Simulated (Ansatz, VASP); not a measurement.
**Si2C: VASP beside Ansatz**

```xyz
6
Lattice="-1.9281 2.8815 4.4963 1.9281 -2.8815 4.4963 1.9281 2.8815 -4.4963" Properties=species:S:1:pos:R:3 pbc="T T T"
Si    0.0000    1.7059    2.8948
Si    0.0000    1.7059    6.0978
Si    1.9281    1.1756    1.6015
Si    1.9281    1.1756   -1.6015
C     1.9281    2.1933    0.0000
C     0.0000    0.6881    4.4963
```

Alike in both runs: functional PBE; k mesh 6 × 6 × 6; occupations gaussian, width 0.1 eV; no spin polarisation.

Ansatz relaxed the structure, and its values are those at the end. VASP's run is a single point on that final structure, the one shown.

|  | VASP | Ansatz |
| --- | --- | --- |
| version | VASP 6.6.1 | Ansatz 0.2.0 |
| potentials or method | VASP PAW PBE potentials, release 64 (Si, C), cutoff 520 eV | scalar-relativistic, plane waves, PAW |
| valence electrons in the cell | 24 | 24 |

|  | VASP | Ansatz | Ansatz less VASP |
| --- | --- | --- | --- |
| gap on the k mesh at the Fermi level (eV) | 0.07 | 0.07 | -0.004 |
| least direct gap on the mesh (eV) | 0.46 | 0.46 | -0.002 |
| pressure (GPa) | 0.0 | 0.0 | +0.02 |
| rms of the force components (eV/Å) | 0.023 | 0.018 | -0.0046 |

The functional is the same, so the differences come from potentials, cutoffs and numerics.
